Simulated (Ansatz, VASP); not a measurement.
## CdS: VASP beside Ansatz

Contents of POSCAR:

```
CdS
1.0
    4.1741829389      0.0000000000      0.0000000000
   -2.0870865715      3.6149470253      0.0000000000
    0.0000000000      0.0000000000      5.6856843046
Cd S
1 1
Direct
    0.0000000000      0.0000000000      0.4426900000
    0.6666666667      0.3333333333      0.4343100000
```

Contents of INCAR.step1:

```
PREC = Accurate
ENCUT = 520
ISMEAR = -1
SIGMA = 0.1
LREAL = False
LASPH = True
NELM = 100
NBANDS = 16
GGA = PE
ALGO = Normal
EDIFF = 1E-4
LWAVE = True
LCHARG = False
```

INCAR.step2

```
PREC = Accurate
ENCUT = 520
EDIFF = 1E-6
ISMEAR = -1
SIGMA = 0.1
LREAL = False
LASPH = True
NELM = 100
ALGO = Normal
ISIF = 2
LWAVE = False
LCHARG = False
METAGGA = R2SCAN
LMIXTAU = True
NBANDS = 16
ISTART = 1
```

File KPOINTS:

```
Automatic mesh
0
Gamma
  6 6 4
```

Input for Ansatz:

```yaml
crystal:
  lattice:
    - [4.174182938875489, 0.0, 0.0]
    - [-2.0870865715072013, 3.614947025270862, 0.0]
    - [0.0, 0.0, 5.6856843046236]
  atoms:
    - { symbol: Cd, position: [0.0, 0.0, 0.44269] }
    - { symbol: S, position: [0.6666666666666666, 0.3333333333333333, 0.43431] }
basis:
  ecutwfc: 500.0
kpoints:
  mp_grid:
    grid: [6, 6, 4]
hamiltonian:
  xc: r2scan
scf:
  occupations:
    method: fermi_dirac
output:
  stress: true
```

Alike in both runs: task single point; functional r2SCAN; k mesh 6 × 6 × 4; no spin polarisation.

```csv
,VASP,Ansatz
version,VASP 6.6.1,Ansatz 0.2.0
potentials or method,"VASP PAW PBE potentials, release 64 (Cd, S), cutoff 520 eV","plane waves, PAW"
occupations,"fermi-dirac, width 0.1 eV",fermi-dirac
valence electrons in the cell,18,26
```

|  | VASP | Ansatz | Ansatz less VASP |
| --- | --- | --- | --- |
| pressure (GPa) | 1.3 | 1.1 | -0.20 |
| traceless stress, the component that is largest in VASP (GPa) | -1.43 | -1.21 | +0.216 |

VASP's potentials were made for PBE, not for r2SCAN. VASP's potentials hold 18 valence electrons a cell and Ansatz's 26, so a difference there can come from the potentials and not from the codes. Ansatz's warnings: structure snapped to symmetry.
